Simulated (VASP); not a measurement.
# NbRe3Pd (Pm-3m) in VASP: further runs

NbRe3Pd is run at these levels: PBE; tasks: single point.

All numbers are computed with VASP 6.6.1; they aren't measurements. Logs are shortened: lines on timing, memory, paths and dates and some standing lists are left out, and cuts for length are marked.

## (1) The cell of the first run

It takes space group Pm-3m (No. 221, cubic). Conventional cell: a = 4.109 Å, b = 4.109 Å, c = 4.109 Å, α = 90.00°, β = 90.00°, γ = 90.00°. Within 3.8 Å of Nb (site symmetry m-3m) lie 12 Re at 2.91 Å and 8 Pd at 3.56 Å. Re (site symmetry 4/mmm) has 2 Pd at 2.05 Å within 2.7 Å. Pd (site symmetry m-3m) has 6 Re at 2.05 Å within 2.7 Å.

## (2) Single point, PBE

File INCAR:

```
  ALGO = Normal
  EDIFF = 1E-6
  ENCUT = 630
  GGA = PE
  GGA_COMPAT = F
  ISIF = 2
  ISMEAR = 0
  LASPH = T
  LCHARG = T
  LELF = T
  LREAL = F
  LVHAR = T
  LWAVE = F
  NBANDS = 46
  NELM = 120
  PREC = Accurate
  SIGMA = 0.1
```

File KPOINTS:

```
k-points
0
Gamma
  4 4 4
```

File POSCAR:

```
NbRe3Pd
1.0
    4.1089328624      0.0000000000      0.0000000000
    0.0000000000      4.1089328624      0.0000000000
    0.0000000000      0.0000000000      4.1089328624
Nb Re Pd
1 3 1
Direct
    0.0000000000      0.0000000000      0.0000000000
    0.0000000000      0.5000000000      0.5000000000
    0.5000000000      0.0000000000      0.5000000000
    0.5000000000      0.5000000000      0.0000000000
    0.5000000000      0.5000000000      0.5000000000
```

Potentials or basis: VASP PAW PBE potentials, release 64 (Nb_sv, Re_sv_GW, Pd_sv_GW).

Started as:

```console
> cat potpaw_PBE.64/Nb_sv/POTCAR potpaw_PBE.64/Re_sv_GW/POTCAR potpaw_PBE.64/Pd_sv_GW/POTCAR > POTCAR
> mpirun -np 1 vasp_std > vasp.out
```

OUTCAR:

```text
EDIFF = 1E-6
   ENCUT = 630
   GGA = PE
   ISIF = 2
   ISMEAR = 0
   LASPH = T
   LREAL = F
   NELM = 120
   PREC = Accurate

 ion  position               nearest neighbor table
   1  0.000  0.000  0.000-   2 2.91   3 2.91   4 2.91   2 2.91   3 2.91   2 2.91   4 2.91   2 2.91
                             3 2.91   4 2.91   3 2.91   4 2.91
   2  0.000  0.500  0.500-   5 2.05   5 2.05   4 2.91   1 2.91   1 2.91   4 2.91   1 2.91   3 2.91
                             1 2.91   3 2.91   4 2.91   3 2.91   4 2.91   3 2.91
   3  0.500  0.000  0.500-   5 2.05   5 2.05   4 2.91   1 2.91   1 2.91   4 2.91   2 2.91   4 2.91
                             2 2.91   4 2.91   1 2.91   2 2.91   1 2.91   2 2.91
   4  0.500  0.500  0.000-   5 2.05   5 2.05   3 2.91   1 2.91   2 2.91   3 2.91   2 2.91   1 2.91
                             3 2.91   3 2.91   1 2.91   2 2.91   2 2.91   1 2.91
   5  0.500  0.500  0.500-   2 2.05   3 2.05   4 2.05   4 2.05   3 2.05   2 2.05

  LATTYP: Found a simple cubic cell.
 ALAT       =     4.1089328624

  Lattice vectors:

 A1 = (   4.1089328624,   0.0000000000,   0.0000000000)
 A2 = (   0.0000000000,   4.1089328624,   0.0000000000)
 A3 = (   0.0000000000,   0.0000000000,   4.1089328624)

Analysis of symmetry for initial positions (statically):
=====================================================================
 Subroutine PRICEL returns:
 Original cell was already a primitive cell.

 Routine SETGRP: Setting up the symmetry group for a
 simple cubic supercell.

 Subroutine GETGRP returns: Found 48 space group operations
 (whereof 48 operations were pure point group operations)
 out of a pool of 48 trial point group operations.

The static configuration has the point symmetry O_h .

Analysis of symmetry for dynamics (positions and initial velocities):
=====================================================================
 Subroutine PRICEL returns:
 Original cell was already a primitive cell.

 Routine SETGRP: Setting up the symmetry group for a
 simple cubic supercell.

 Subroutine GETGRP returns: Found 48 space group operations
 (whereof 48 operations were pure point group operations)
 out of a pool of 48 trial point group operations.

The dynamic configuration has the point symmetry O_h .

 Subroutine INISYM returns: Found 48 space group operations
 (whereof 48 operations are pure point group operations),
 and found     1 'primitive' translations

----------------------------------------------------------------------------------------

                                     Primitive cell

  volume of cell :      69.3725

  direct lattice vectors                    reciprocal lattice vectors
     4.108932862  0.000000000  0.000000000     0.243372193  0.000000000  0.000000000
     0.000000000  4.108932862  0.000000000     0.000000000  0.243372193  0.000000000
     0.000000000  0.000000000  4.108932862     0.000000000  0.000000000  0.243372193

  length of vectors
     4.108932862  4.108932862  4.108932862     0.243372193  0.243372193  0.243372193

  position of ions in fractional coordinates (direct lattice)
     0.000000000  0.000000000  0.000000000
     0.000000000  0.500000000  0.500000000
     0.500000000  0.000000000  0.500000000
     0.500000000  0.500000000  0.000000000
     0.500000000  0.500000000  0.500000000

  ion indices of the primitive-cell ions
   primitive index   ion index
                 1           1
                 2           2
                 3           3
                 4           4
                 5           5

----------------------------------------------------------------------------------------

 KPOINTS: k-points

Automatic generation of k-mesh.
 Grid dimensions read from file:
 generate k-points for:    4    4    4

 Generating k-lattice:

  Cartesian coordinates                     Fractional coordinates (reciprocal lattice)
     0.060843048  0.000000000  0.000000000     0.250000000  0.000000000  0.000000000
     0.000000000  0.060843048  0.000000000     0.000000000  0.250000000  0.000000000
     0.000000000  0.000000000  0.060843048     0.000000000  0.000000000  0.250000000

  Length of vectors
     0.060843048  0.060843048  0.060843048

  Shift w.r.t. Gamma in fractional coordinates (k-lattice)
     0.000000000  0.000000000  0.000000000

 Subroutine IBZKPT returns following result:
 ===========================================

 Found     10 irreducible k-points:

 Following reciprocal coordinates:
            Coordinates               Weight
  0.000000  0.000000  0.000000      1.000000
  0.250000  0.000000  0.000000      6.000000
  0.500000  0.000000  0.000000      3.000000
  0.250000  0.250000  0.000000     12.000000
  0.500000  0.250000  0.000000     12.000000
  0.500000  0.500000  0.000000      3.000000
  0.250000  0.250000  0.250000      8.000000
  0.500000  0.250000  0.250000     12.000000
  0.500000  0.500000  0.250000      6.000000
  0.500000  0.500000  0.500000      1.000000
   k-points           NKPTS =     10   k-points in BZ     NKDIM =     10   number of bands    NBANDS=     46
   number of dos      NEDOS =    301   number of ions     NIONS =      5
   total plane-waves  NPLWV =  46656
   dimension x,y,z NGX =    36 NGY =   36 NGZ =   36
   dimension x,y,z NGXF=    72 NGYF=   72 NGZF=   72
   ions per type =               1   3   1
   NGX,Y,Z   is equivalent  to a cutoff of  14.57, 14.57, 14.57 a.u.
   NGXF,Y,Z  is equivalent  to a cutoff of  29.13, 29.13, 29.13 a.u.
 SYSTEM =  unknown system
   PREC   = accura    normal or accurate (medium, high low for compatibility)
   ISTART =      0    job   : 0-new  1-cont  2-samecut
   ICHARG =      2    charge: 1-file 2-atom 10-const
   ISPIN  =      1    spin polarized calculation?
   LNONCOLLINEAR =      F non collinear calculations
   LSORBIT =      F    spin-orbit coupling
   LASPH  =      T    aspherical Exc in radial PAW
   ENCUT  =  630.0 eV  46.30 Ry    6.80 a.u.   8.41  8.41  8.41*2*pi/ulx,y,z
   NELM   =    120;   NELMIN=  2; NELMDL= -5     # of ELM steps
   EDIFF  = 0.1E-05   stopping-criterion for ELM
   LREAL  =      F    real-space projection
   EDIFFG = 0.1E-04   stopping-criterion for IOM
   NSW    =      0    number of steps for IOM
   IBRION =     -1    ionic relax: 0-MD 1-quasi-New 2-CG
   NFREE  =      0    steps in history (QN), initial steepest desc. (CG)
   ISIF   =      2    stress and relaxation
   ISYM   =      2    0-nonsym 1-usesym 2-fastsym
   POTIM  = 0.5000    time-step for ionic-motion
   TEBEG  =    0.0;   TEEND  =   0.0 temperature during run
   PSTRESS=    0.0 pullay stress
   NELECT =      76.0000    total number of electrons
   NUPDOWN=      -1.0000    fix difference up-down
   EMIN   =  10.00;   EMAX   =-10.00  energy-range for DOS
   EFERMI =   0.00;   METHOD = LEGACY
   ISMEAR =     0;   SIGMA  =   0.10  broadening in eV -4-tet -1-fermi 0-gaus
   EFERMI_NEDOS =   21; number of points for ismear=-14 and -15
   IALGO  =     38    algorithm
   IMIX   =      4    mixing-type and parameters
     AMIX     =   0.40;   BMIX     =  1.00
     AMIX_MAG =   1.60;   BMIX_MAG =  1.00
  volume/ion in A,a.u.               =      13.87        93.63
  Fermi-wavevector in a.u.,A,eV,Ry     =   1.687655  3.189205 38.751830  2.848179
  Thomas-Fermi vector in A             =   2.770102
   LORBIT       =      0    0 simple, 1 ext, 2 COOP (PROOUT), +10 PAW based schemes
   GGA     = PE    functional components
   LHFCALC =     F    Hartree Fock is set to
   AEXX    =    0.0000 exact exchange contribution
   IVDW    =     0    specifies the selected vdW correction
   LEPSILON=     F    determine dielectric tensor
   LRPA    =     F    only Hartree local field effects (RPA)
 non-spin polarized calculation
 Gauss-broadening in eV      SIGMA  =   0.10
  energy-cutoff  :      630.00
  volume of cell :       69.37
 maximum number of plane-waves:      2517
 NGX is ok and might be reduce to    36
   NGX = 17   NGY = 17   NGZ = 17

 number of electron      75.9999997 magnetization

 Free energy of the ion-electron system (eV)
  ---------------------------------------------------
  ext. energy  EPLUGINS =         0.00000000
  ---------------------------------------------------
  free energy    TOTEN  =       -34.44546444 eV

  energy without entropy =      -34.38078280  energy(sigma->0) =      -34.41312362

 E-fermi :  14.1368     XC(G=0): -14.1664

 val. band max:       14.1092903532   @ k =   0.5000   0.2500   0.0000
 cond. band min:      14.1721976430   @ k =   0.5000   0.2500   0.0000
 fundamental gap:      0.0629072898
 Fermi energy:        14.1368113877

 k-point     1 :       0.0000    0.0000    0.0000
  band No.  band energies     occupation
      1     -74.9889      2.00000
      2     -66.0187      2.00000
      3     -66.0187      2.00000
      4     -66.0137      2.00000
      5     -41.2893      2.00000
      6     -41.2893      2.00000
[... 38 lines left out ...]
     45      18.8722      0.00000
     46      18.8722      0.00000

 k-point     2 :       0.2500    0.0000    0.0000
  band No.  band energies     occupation
      1     -74.9831      2.00000
      2     -66.0346      2.00000
      3     -66.0186      2.00000
      4     -66.0151      2.00000
      5     -41.2882      2.00000
      6     -41.2882      2.00000
[... 38 lines left out ...]
     45      17.9743      0.00000
     46      18.7586      0.00000

 k-point     3 :       0.5000    0.0000    0.0000
  band No.  band energies     occupation
      1     -74.9773      2.00000
      2     -66.0520      2.00000
      3     -66.0183      2.00000
      4     -66.0153      2.00000
      5     -41.2871      2.00000
      6     -41.2871      2.00000
[... 332 lines left out ...]
     45      17.0055      0.00000
     46      17.2047      0.00000

 k-point    10 :       0.5000    0.5000    0.5000
  band No.  band energies     occupation
      1     -74.9540      2.00000
      2     -66.0516      2.00000
      3     -66.0516      2.00000
      4     -66.0516      2.00000
      5     -40.9697      2.00000
      6     -40.9697      2.00000
[... 38 lines left out ...]
     45      16.6175      0.00000
     46      16.6175      0.00000

------------------------ aborting loop because EDIFF is reached ----------------------------------------

  FORCE on cell =-STRESS in cart. coord.  units (eV):
  Direction    XX          YY          ZZ          XY          YZ          ZX
  --------------------------------------------------------------------------------------
  -------------------------------------------------------------------------------------
  Total       64.2480149     64.2480149     64.2480149      0.0000000     -0.0000000     -0.0000000
  in kB     1483.8266279   1483.8266279   1483.8266279      0.0000000     -0.0000000     -0.0000000
  external PRESSURE =    1483.8266279 kB  Pullay stress =       0.0000000 kB

 VOLUME and BASIS-vectors are now :
 -----------------------------------------------------------------------------
  energy-cutoff  :      630.00
  volume of cell :       69.37
      direct lattice vectors                 reciprocal lattice vectors
     4.108932862  0.000000000  0.000000000     0.243372193  0.000000000  0.000000000
     0.000000000  4.108932862  0.000000000     0.000000000  0.243372193  0.000000000
     0.000000000  0.000000000  4.108932862     0.000000000  0.000000000  0.243372193

 POSITION                                       TOTAL-FORCE (eV/Angst)
 -----------------------------------------------------------------------------------
      0.00000      0.00000      0.00000         0.000000      0.000000      0.000000
      0.00000      2.05447      2.05447         0.000000      0.000000      0.000000
      2.05447      0.00000      2.05447         0.000000      0.000000      0.000000
      2.05447      2.05447      0.00000         0.000000      0.000000      0.000000
      2.05447      2.05447      2.05447         0.000000      0.000000      0.000000
 -----------------------------------------------------------------------------------
    total drift:                                0.000000      0.000000      0.000000

  FREE ENERGIE OF THE ION-ELECTRON SYSTEM (eV)
  ---------------------------------------------------
  free  energy   TOTEN  =       -34.4454644427 eV

  energy  without entropy=      -34.3807828038  energy(sigma->0) =      -34.41312362
```

It took 40 s on 1 thread of Intel Xeon 6975P-C (Granite Rapids), shared host; peak memory 0.23 GiB.

Results:

```
Free energy            : -34.4455 eV
Pressure               : 148.4 GPa
Band gap on the k mesh : zero (bands 38 and 39 overlap by 2.07 eV)
```

Levels at points of the mesh, in eV from the Fermi level:
```csv
k point,band 34,band 35,band 36,band 37,band 38,band 39,band 40,band 41,band 42,band 43
"(0.00, 0.00, 0.00)",1.32,1.32,1.53,1.53,1.53,2.35,2.35,2.35,2.55,2.55
"(0.50, 0.00, 0.00)",-1.24,-1.24,-0.47,-0.26,0.63,0.63,1.08,1.33,1.36,1.36
"(0.50, 0.50, 0.00)",-1.73,-1.31,-1.31,-1.06,-0.54,-0.53,-0.53,-0.47,0.58,1.30
"(0.50, 0.50, 0.50)",-2.11,-2.11,-1.06,-1.06,-0.55,0.88,0.88,0.88,2.12,2.12
```

Caveat: the k points lie up to 0.38 Å⁻¹ apart, too coarse for converged energies and pressures of a metal; spin-orbit coupling is left out, which moves the levels of the heavy elements.

## (3) Single point, PBE

This run uses another cell than the first one, of 19.77 Å³/atom.

File INCAR:

```
ALGO     = Normal         # electronic algorithm
EDIFF    = 1E-6           # SCF threshold, eV
ENCUT    = 630            # plane-wave cutoff, eV
GGA      = PE             # functional
GGA_COMPAT= F            
ISIF     = 2              # what is computed and relaxed
ISMEAR   = 0              # smearing method
LASPH    = T              # aspherical terms in the spheres
LCHARG   = F              # write CHGCAR
LREAL    = F              # projectors in reciprocal space
LWAVE    = F              # write WAVECAR
NBANDS   = 46             # bands
NELM     = 120            # most SCF steps
PREC     = Accurate       # precision mode
SIGMA    = 0.1            # smearing width, eV
```

KPOINTS is that of step 2.

POSCAR: that of step 2 with these lines changed.

```diff
@@ -2,5 +2,5 @@
 1.0
-    4.1089328624      0.0000000000      0.0000000000
-    0.0000000000      4.1089328624      0.0000000000
-    0.0000000000      0.0000000000      4.1089328624
+    4.6240181492      0.0000000000      0.0000000000
+    0.0000000000      4.6240181492      0.0000000000
+    0.0000000000      0.0000000000      4.6240181492
 Nb Re Pd
```

Potentials or basis: VASP PAW PBE potentials, release 64 (Nb_sv, Re_sv_GW, Pd_sv_GW).

Started as:

```console
> cat potpaw_PBE.64/Nb_sv/POTCAR potpaw_PBE.64/Re_sv_GW/POTCAR potpaw_PBE.64/Pd_sv_GW/POTCAR > POTCAR
> mpirun -np 1 vasp_std > vasp.out
```

It took 72 s on 1 thread of Intel Xeon 6975P-C (Granite Rapids), shared host; peak memory 0.29 GiB.

It converged, with:

```
Free energy            : -44.3691 eV
Pressure               : 0.0 GPa
Band gap on the k mesh : zero (bands 38 and 39 overlap by 1.17 eV)
```

Levels at points of the mesh, in eV from the Fermi level:
```
           k point  band 35  band 36  band 37  band 38  band 39  band 40
(0.00, 0.00, 0.00)     0.61     0.83     0.83     0.83     1.35     1.35
(0.50, 0.00, 0.00)    -0.86    -0.42    -0.14     0.44     0.44     0.46
(0.50, 0.50, 0.00)    -1.08    -1.08    -0.96    -0.45    -0.34    -0.34
(0.50, 0.50, 0.50)    -1.61    -1.61    -0.63    -0.63     0.68     0.68
```

Caveat: spin-orbit coupling is left out, which moves the levels of the heavy elements.

The gap in the log of VASP goes by the Fermi energy; the results here count the filled bands.